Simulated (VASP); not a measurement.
# Zn3S4 (Cmmm) in VASP: a series of runs

Zn3S4 is run at these levels: PBE; tasks: single point, relaxation of cell and atoms.

Everything below comes from runs of VASP 6.6.1. Logs are shortened: lines on timing, memory, paths and dates and some standing lists are left out, and cuts for length are marked.

**1. The cell of the first run**

Symmetry: Cmmm, No. 65, orthorhombic system. The conventional cell has a = 5.246 Å, b = 7.486 Å, c = 8.379 Å, α = 90.00°, β = 90.00°, γ = 90.00°. Within 3.0 Å of Zn (site symmetry mm2) lie 2 S at 2.20 Å and 3 Zn at 2.58 to 2.92 Å. Zn (site symmetry mmm) has 4 S at 2.58 Å and 4 Zn at 2.92 Å within 3.4 Å. S (site symmetry m) has 2 Zn at 2.20 to 2.58 Å and 2 S at 2.66 Å within 2.9 Å.

The cell was built from a structure type or drawn by symmetry, and may not be a known phase.

**2. Single point, PBE**

Input file INCAR:

```
SYSTEM = Zn3S4
PREC = Accurate
ENCUT = 520
EDIFF = 1E-7
ISMEAR = 0
SIGMA = 0.1
LREAL = .FALSE.
LASPH = .TRUE.
NELM = 100
ALGO = Normal
ISIF = 2
LWAVE = .FALSE.
LCHARG = .FALSE.
GGA = PE
NBANDS = 39
```

Input file KPOINTS:

```
regular mesh
0
G
  4 4 2
  0 0 0
```

Input file POSCAR:

```
Zn3S4
1.0
    2.6228366333     -3.7429854704      0.0000000000
    2.6228366333      3.7429854704      0.0000000000
    0.0000000000      0.0000000000      8.3792441149
Zn S
3 4
Direct
    0.0000000000      0.0000000000      0.3457840070
    0.0000000000      0.0000000000      0.6542159930
    0.5000000000      0.5000000000      0.5000000000
    0.2794717206      0.7205282794      0.2639452639
    0.7205282794      0.2794717206      0.2639452639
    0.2794717206      0.7205282794      0.7360547361
    0.7205282794      0.2794717206      0.7360547361
```

Potentials or basis: VASP PAW PBE potentials, release 64 (Zn, S).

The run is started by

```bash
> cat potpaw_PBE.64/Zn/POTCAR potpaw_PBE.64/S/POTCAR > POTCAR
> mpirun -np 1 vasp_std > vasp.out
```

OUTCAR:

```text
SYSTEM = Zn3S4
   PREC = Accurate
   ENCUT = 520
   EDIFF = 1E-7
   ISMEAR = 0
   LREAL = .FALSE.
   LASPH = .TRUE.
   NELM = 100
   ISIF = 2
   GGA = PE

 ion  position               nearest neighbor table
   1  0.000  0.000  0.346-   4 2.20   5 2.20   2 2.58   3 2.92   3 2.92
   2  0.000  0.000  0.654-   6 2.20   7 2.20   1 2.58   3 2.92   3 2.92
   3  0.500  0.500  0.500-   4 2.58   5 2.58   6 2.58   7 2.58   1 2.92   2 2.92   1 2.92   2 2.92

   4  0.279  0.721  0.264-   1 2.20   3 2.58   5 2.66   5 2.66
   5  0.721  0.279  0.264-   1 2.20   3 2.58   4 2.66   4 2.66
   6  0.279  0.721  0.736-   2 2.20   3 2.58   7 2.66   7 2.66
   7  0.721  0.279  0.736-   2 2.20   3 2.58   6 2.66   6 2.66

  LATTYP: Found a base centered orthorhombic cell.
 ALAT       =     5.2456732666
 B/A-ratio  =     1.4270753363
 C/A-ratio  =     1.5973629483

  Lattice vectors:

 A1 = (   2.6228366333,  -3.7429854704,   0.0000000000)
 A2 = (   2.6228366333,   3.7429854704,   0.0000000000)
 A3 = (   0.0000000000,   0.0000000000,   8.3792441149)

Analysis of symmetry for initial positions (statically):
=====================================================================
 Subroutine PRICEL returns:
 Original cell was already a primitive cell.

 Routine SETGRP: Setting up the symmetry group for a
 base centered orthorhombic supercell.

 Subroutine GETGRP returns: Found  8 space group operations
 (whereof  8 operations were pure point group operations)
 out of a pool of  8 trial point group operations.

The static configuration has the point symmetry D_2h.

Analysis of symmetry for dynamics (positions and initial velocities):
=====================================================================
 Subroutine PRICEL returns:
 Original cell was already a primitive cell.

 Routine SETGRP: Setting up the symmetry group for a
 base centered orthorhombic supercell.

 Subroutine GETGRP returns: Found  8 space group operations
 (whereof  8 operations were pure point group operations)
 out of a pool of  8 trial point group operations.

The dynamic configuration has the point symmetry D_2h.

 Subroutine INISYM returns: Found  8 space group operations
 (whereof  8 operations are pure point group operations),
 and found     1 'primitive' translations

----------------------------------------------------------------------------------------

[... 94 lines left out ...]
   NSW    =      0    number of steps for IOM
   IBRION =     -1    ionic relax: 0-MD 1-quasi-New 2-CG
   NFREE  =      0    steps in history (QN), initial steepest desc. (CG)
   ISIF   =      2    stress and relaxation
   ISYM   =      2    0-nonsym 1-usesym 2-fastsym
   POTIM  = 0.5000    time-step for ionic-motion
   TEBEG  =    0.0;   TEEND  =   0.0 temperature during run
   PSTRESS=    0.0 pullay stress
   NELECT =      60.0000    total number of electrons
   NUPDOWN=      -1.0000    fix difference up-down
   EMIN   =  10.00;   EMAX   =-10.00  energy-range for DOS
   EFERMI =   0.00;   METHOD = LEGACY
   ISMEAR =     0;   SIGMA  =   0.10  broadening in eV -4-tet -1-fermi 0-gaus
   EFERMI_NEDOS =   21; number of points for ismear=-14 and -15
   IALGO  =     38    algorithm
   IMIX   =      4    mixing-type and parameters
     AMIX     =   0.40;   BMIX     =  1.00
     AMIX_MAG =   1.60;   BMIX_MAG =  1.00
  volume/ion in A,a.u.               =      23.50       158.61
  Fermi-wavevector in a.u.,A,eV,Ry     =   1.169635  2.210290 18.613409  1.368047
  Thomas-Fermi vector in A             =   2.306105
   LORBIT       =      0    0 simple, 1 ext, 2 COOP (PROOUT), +10 PAW based schemes
   GGA     = PE    functional components
   LHFCALC =     F    Hartree Fock is set to
   AEXX    =    0.0000 exact exchange contribution
   IVDW    =     0    specifies the selected vdW correction
   LEPSILON=     F    determine dielectric tensor
   LRPA    =     F    only Hartree local field effects (RPA)
 non-spin polarized calculation
 Gauss-broadening in eV      SIGMA  =   0.10
  energy-cutoff  :      520.00
  volume of cell :      164.52
 maximum number of plane-waves:      4447
 NGX is ok and might be reduce to    36
   NGX = 17   NGY = 17   NGZ = 31

 number of electron      59.9999993 magnetization

 Free energy of the ion-electron system (eV)
  ---------------------------------------------------
  ext. energy  EPLUGINS =         0.00000000
  ---------------------------------------------------
  free energy    TOTEN  =       -19.77224226 eV

  energy without entropy =      -19.76698726  energy(sigma->0) =      -19.76961476

 E-fermi :   1.6338     XC(G=0):  -8.6513

 val. band max:        1.6199940537   @ k =   0.0000   0.0000   0.5000
 cond. band min:       1.8306588764   @ k =   0.0000   0.0000   0.5000
 fundamental gap:      0.2106648228
 Fermi energy:         1.6337911751

 k-point     1 :       0.0000    0.0000    0.0000
  band No.  band energies     occupation
      1     -12.5034      2.00000
      2     -12.2502      2.00000
      3      -9.2998      2.00000
      4      -9.2504      2.00000
      5      -5.8601      2.00000
      6      -5.8597      2.00000
[... 577 lines left out ...]
     38       7.7249      0.00000
     39       8.6160      0.00000

------------------------ aborting loop because EDIFF is reached ----------------------------------------

  FORCE on cell =-STRESS in cart. coord.  units (eV):
  Direction    XX          YY          ZZ          XY          YZ          ZX
  --------------------------------------------------------------------------------------
  -------------------------------------------------------------------------------------
  Total        0.0693170      0.2498473      0.1375396      0.0000000      0.0000000      0.0000000
  in kB        0.6750347      2.4331055      1.3394120      0.0000000      0.0000000      0.0000000
  external PRESSURE =       1.4825174 kB  Pullay stress =       0.0000000 kB

 VOLUME and BASIS-vectors are now :
 -----------------------------------------------------------------------------
  energy-cutoff  :      520.00
  volume of cell :      164.52
      direct lattice vectors                 reciprocal lattice vectors
     2.622836633 -3.742985470  0.000000000     0.190633299 -0.133583206  0.000000000
     2.622836633  3.742985470  0.000000000     0.190633299  0.133583206  0.000000000
     0.000000000  0.000000000  8.379244115     0.000000000  0.000000000  0.119342507

 POSITION                                       TOTAL-FORCE (eV/Angst)
 -----------------------------------------------------------------------------------
      0.00000      0.00000      2.89741         0.000000      0.000000      0.014233
      0.00000      0.00000      5.48184        -0.000000      0.000000     -0.014233
      2.62284      0.00000      4.18962        -0.000000      0.000000     -0.000000
      2.62284      1.65087      2.21166        -0.000000     -0.001598     -0.021311
      2.62284     -1.65087      2.21166        -0.000000      0.001598     -0.021311
      2.62284      1.65087      6.16758        -0.000000     -0.001598      0.021311
      2.62284     -1.65087      6.16758        -0.000000      0.001598      0.021311
 -----------------------------------------------------------------------------------
    total drift:                                0.000000      0.000000      0.000000

  FREE ENERGIE OF THE ION-ELECTRON SYSTEM (eV)
  ---------------------------------------------------
  free  energy   TOTEN  =       -19.7722422632 eV

  energy  without entropy=      -19.7669872597  energy(sigma->0) =      -19.76961476
```

It took 64 s on 1 thread of Intel Xeon Platinum 8488C (Sapphire Rapids), shared host; peak memory 0.3 GiB.

What came out:

| Quantity | Value |
| --- | --- |
| Free energy | -19.7722 eV |
| Pressure | 0.1 GPa |
| Largest force | 0.021 eV/Å |
| Band gap on the k mesh | zero (bands 30 and 31 overlap by 1.57 eV) |

Forces in eV/Å, atoms in the order of the input:
```
Zn   0.000  0.000  0.014
Zn   0.000  0.000 -0.014
Zn   0.000  0.000  0.000
S    0.000 -0.002 -0.021
S    0.000  0.002 -0.021
S    0.000 -0.002  0.021
S    0.000  0.002  0.021
```

Caveat: the k points lie up to 0.37 Å⁻¹ apart, too coarse for converged energies and pressures of a metal.

**3. Relaxation of cell and atoms, PBE**

This run uses another cell than the first one, of 21.14 Å³/atom.

Input file INCAR:

```
SYSTEM = Zn3S4
ALGO = Normal ; EDIFF = 1E-6
EDIFFG = -0.04 ; ENCUT = 600
GGA = PE ; IBRION = 2
ISIF = 3 ; ISMEAR = 0
LASPH = .True. ; LCHARG = .False.
LREAL = .False. ; LWAVE = .False.
NELM = 100 ; NSW = 90
PREC = Accurate ; SIGMA = 0.1
```

Input file KPOINTS:

```
k-points
0
Gamma
  4 4 2
  0 0 0
```

Input file POSCAR:

```
Zn3S4
1.0
    2.3162460083     -3.5442352781      0.0000000000
    2.3162460083      3.5442352781      0.0000000000
    0.0000000000      0.0000000000      9.0112440072
Zn S
3 4
Direct
    0.0000000000      0.0000000000      0.3512219323
    0.0000000000      0.0000000000      0.6487780677
    0.5000000000      0.5000000000      0.5000000000
    0.2500000000      0.7500000000      0.1250000000
    0.7500000000      0.2500000000      0.1250000000
    0.2500000000      0.7500000000      0.8750000000
    0.7500000000      0.2500000000      0.8750000000
```

Potentials or basis: VASP PAW PBE potentials, release 64 (Zn, S).

The run is started by

```bash
> cat potpaw_PBE.64/Zn/POTCAR potpaw_PBE.64/S/POTCAR > POTCAR
> mpirun -np 1 vasp_std > vasp.out
```

OUTCAR:

```text
SYSTEM = Zn3S4
   EDIFF = 1E-6
   EDIFFG = -0.04
   ENCUT = 600
   GGA = PE
   IBRION = 2
   ISIF = 3
   ISMEAR = 0
   LASPH = .True.
   LREAL = .False.
   NELM = 100
   NSW = 90
   PREC = Accurate

 ion  position               nearest neighbor table
   1  0.000  0.000  0.351-   3 2.68   3 2.68   2 2.68   5 2.70   4 2.70
   2  0.000  0.000  0.649-   3 2.68   3 2.68   1 2.68   7 2.70   6 2.70
   3  0.500  0.500  0.500-   1 2.68   2 2.68   1 2.68   2 2.68
   4  0.250  0.750  0.125-   6 2.25   5 2.32   5 2.32   1 2.70
   5  0.750  0.250  0.125-   7 2.25   4 2.32   4 2.32   1 2.70
   6  0.250  0.750  0.875-   4 2.25   7 2.32   7 2.32   2 2.70
   7  0.750  0.250  0.875-   5 2.25   6 2.32   6 2.32   2 2.70

  LATTYP: Found a base centered orthorhombic cell.
 ALAT       =     4.6324920166
 B/A-ratio  =     1.5301635774
 C/A-ratio  =     1.9452260198

  Lattice vectors:

 A1 = (   2.3162460083,  -3.5442352781,   0.0000000000)
 A2 = (   2.3162460083,   3.5442352781,   0.0000000000)
 A3 = (   0.0000000000,   0.0000000000,   9.0112440072)

Analysis of symmetry for initial positions (statically):
=====================================================================
 Subroutine PRICEL returns:
 Original cell was already a primitive cell.

 Routine SETGRP: Setting up the symmetry group for a
 base centered orthorhombic supercell.

 Subroutine GETGRP returns: Found  8 space group operations
 (whereof  8 operations were pure point group operations)
 out of a pool of  8 trial point group operations.

[... 278 lines left out ...]
  FREE ENERGIE OF THE ION-ELECTRON SYSTEM (eV)
  ---------------------------------------------------
  free  energy   TOTEN  =       -17.5143847839 eV

  energy  without entropy=      -17.4771894689  energy(sigma->0) =      -17.49578713

 E-fermi :   3.9686     XC(G=0): -10.1277

 val. band max:        3.9193299494   @ k =  -0.2500   0.2500   0.5000
 cond. band min:       4.0154134261   @ k =   0.5000  -0.0000   0.0000
 fundamental gap:      0.0960834768
 Fermi energy:         3.9685806838

 k-point     1 :       0.0000    0.0000    0.0000
  band No.  band energies     occupation
      1     -12.0857      2.00000
      2     -10.2747      2.00000
      3      -8.0824      2.00000
      4      -6.2294      2.00000
      5      -4.0803      2.00000
      6      -3.7705      2.00000
[... 535 lines left out ...]
     35       7.9535      0.00000
     36       8.0360      0.00000

[... ionic steps 4 to 43 ...]

--------------------------------------- Ionic step       44  -------------------------------------------

 number of electron      60.0000000 magnetization

------------------------ aborting loop because EDIFF is reached ----------------------------------------
[... 77 lines left out ...]
--------------------------------------- Ionic step       46  -------------------------------------------

 number of electron      59.9999999 magnetization

 Free energy of the ion-electron system (eV)
  ---------------------------------------------------
  ext. energy  EPLUGINS =         0.00000000
  ---------------------------------------------------
  free energy    TOTEN  =       -19.76357581 eV

  energy without entropy =      -19.75812003  energy(sigma->0) =      -19.76084792

 E-fermi :   1.9183     XC(G=0):  -8.8787

 val. band max:        1.9010564882   @ k =   0.0000   0.0000   0.5000
 cond. band min:       2.1083774576   @ k =  -0.2500   0.2500   0.0000
 fundamental gap:      0.2073209694
 Fermi energy:         1.9183352291

 k-point     1 :       0.0000    0.0000    0.0000
  band No.  band energies     occupation
      1     -12.2312      2.00000
      2     -11.9627      2.00000
      3      -9.0548      2.00000
      4      -8.9887      2.00000
      5      -5.5890      2.00000
      6      -5.5879      2.00000
[... 569 lines left out ...]
  FREE ENERGIE OF THE ION-ELECTRON SYSTEM (eV)
  ---------------------------------------------------
  free  energy   TOTEN  =       -19.7635758076 eV

  energy  without entropy=      -19.7581200297  energy(sigma->0) =      -19.76084792

 reached required accuracy - stopping structural energy minimisation
```

OSZICAR:

```text
N       E                     dE             d eps       ncg     rms          rms(c)
DAV:   1     0.496177872481E+03    0.49618E+03   -0.29878E+04  1008   0.209E+03
DAV:   2     0.457179266694E+02   -0.45046E+03   -0.43958E+03  1032   0.447E+02
DAV:   3    -0.146977691751E+02   -0.60416E+02   -0.57933E+02  1228   0.147E+02
[... 480 lines left out ...]
DAV:   3    -0.197640092680E+02    0.11067E-02   -0.17551E-03  1180   0.399E-01    0.138E-01
DAV:   4    -0.197635679345E+02    0.44133E-03   -0.77758E-04  1100   0.256E-01    0.377E-02
DAV:   5    -0.197635755918E+02   -0.76573E-05   -0.16925E-04  1100   0.132E-01    0.228E-02
DAV:   6    -0.197635759907E+02   -0.39884E-06   -0.13822E-05  1136   0.510E-02    0.136E-02
DAV:   7    -0.197635758076E+02    0.18311E-06   -0.42483E-06  1020   0.430E-02
  46 F= -.19763576E+02 E0= -.19760848E+02  d E =-.101125E-02
```

CONTCAR:

```text
Zn3S4
   1.00000000000000
     2.6267306508621058   -3.7494703574094599    0.0000000000000000
     2.6267306508621058    3.7494703574094599    0.0000000000000000
     0.0000000000000000    0.0000000000000000    8.0752047651250685
  Zn              S
     3     4
Direct
     1.0000000000000000    0.0000000000000000    0.3396551086731864
     1.0000000000000000    0.0000000000000000    0.6603448913268133
     0.5000000000000000    0.5000000000000000    0.5000000000000000
     0.2793267460662920    0.7206732539337080    0.2543879145602176
     0.7206732539337080    0.2793267460662920    0.2543879145602176
     0.2793267460662920    0.7206732539337080    0.7456120854397826
     0.7206732539337080    0.2793267460662920    0.7456120854397826

  0.00000000E+00  0.00000000E+00  0.00000000E+00
  0.00000000E+00  0.00000000E+00  0.00000000E+00
  0.00000000E+00  0.00000000E+00  0.00000000E+00
  0.00000000E+00  0.00000000E+00  0.00000000E+00
  0.00000000E+00  0.00000000E+00  0.00000000E+00
  0.00000000E+00  0.00000000E+00  0.00000000E+00
  0.00000000E+00  0.00000000E+00  0.00000000E+00
```

It took 27 min on 1 thread of Intel Xeon Platinum 8488C (Sapphire Rapids), shared host; peak memory 0.34 GiB.

What came out:

```
Free energy                           : -19.7636 eV
Relaxed volume                        : 22.72 Å³/atom
Relaxed cell                          : a = 4.578 Å, b = 4.578 Å, c = 8.075 Å, α = 90.00°, β = 90.00°, γ = 109.97°
Space group after relaxing (to 0.1 Å) : Cmmm (No. 65)
Energy gained by relaxing             : 351.9 meV/atom
Ionic steps                           : 46
Pressure after relaxing               : -0.1 GPa
Largest force after relaxing          : 0.025 eV/Å
Band gap on the k mesh                : zero (bands 30 and 31 overlap by 1.62 eV)
```

Forces on the atoms (eV/Å):
```
Zn   0.000  0.000  0.017
Zn   0.000  0.000 -0.017
Zn   0.000  0.000  0.000
S    0.000  0.009  0.023
S    0.000 -0.009  0.023
S    0.000  0.009 -0.023
S    0.000 -0.009 -0.023
```

Stress tensor (GPa, compression positive):
```
-0.22  0.00  0.00
 0.00 -0.17  0.00
 0.00  0.00  0.09
```

Step by step:
| step | energy change (eV) | largest force (eV/Å) | pressure (GPa) | volume (Å³) |
| --- | --- | --- | --- | --- |
| 1 | 0.0000 | 0.3750 | -1.46 | 147.95 |
| 3 | -0.2144 | 1.2271 | 2.48 | 136.03 |
| 5 | -0.2660 | 1.7365 | 5.02 | 130.76 |
| 7 | -0.3058 | 2.1137 | 8.24 | 125.46 |
| 9 | -0.3803 | 2.0636 | 9.90 | 122.91 |
| 11 | -0.3883 | 2.1037 | 11.35 | 121.31 |
| 13 | -0.6598 | 1.7616 | 9.87 | 122.83 |
| 15 | -1.3944 | 0.7533 | 4.67 | 129.78 |
| 17 | -1.7171 | 0.6054 | -0.37 | 142.02 |
| 19 | -1.9899 | 0.5554 | -2.14 | 147.21 |
| 21 | -2.2128 | 0.6005 | -2.11 | 146.02 |
| 23 | -2.3008 | 0.1956 | 0.88 | 140.59 |
| 25 | -2.3335 | 0.2525 | 0.69 | 142.08 |
| 27 | -2.3494 | 0.1356 | -0.55 | 144.91 |
| 29 | -2.3655 | 0.1127 | 0.14 | 144.06 |
| 31 | -2.3769 | 0.1193 | 1.16 | 144.26 |
| 33 | -2.3877 | 0.1266 | 1.05 | 145.73 |
| 35 | -2.4218 | 0.2189 | 0.70 | 152.40 |
| 37 | -2.4459 | 0.1300 | -0.61 | 156.88 |
| 39 | -2.4588 | 0.0929 | -0.08 | 157.09 |
| 41 | -2.4606 | 0.0721 | 0.29 | 157.01 |
| 43 | -2.4619 | 0.0566 | 0.14 | 157.65 |
| 45 | -2.4626 | 0.0391 | -0.05 | 158.64 |
| 46 | -2.4636 | 0.0247 | -0.10 | 159.06 |

Final structure:
```
CELL_PARAMETERS angstrom
2.62673 -3.74947 0.00000
2.62673 3.74947 0.00000
0.00000 0.00000 8.07520
ATOMIC_POSITIONS crystal
Zn 0.00000 0.00000 0.33966
Zn 0.00000 0.00000 0.66034
Zn 0.50000 0.50000 0.50000
S 0.27933 0.72067 0.25439
S 0.72067 0.27933 0.25439
S 0.27933 0.72067 0.74561
S 0.72067 0.27933 0.74561
```

Caveat: the k points lie up to 0.39 Å⁻¹ apart in the final cell, too coarse for converged energies and pressures of a metal.
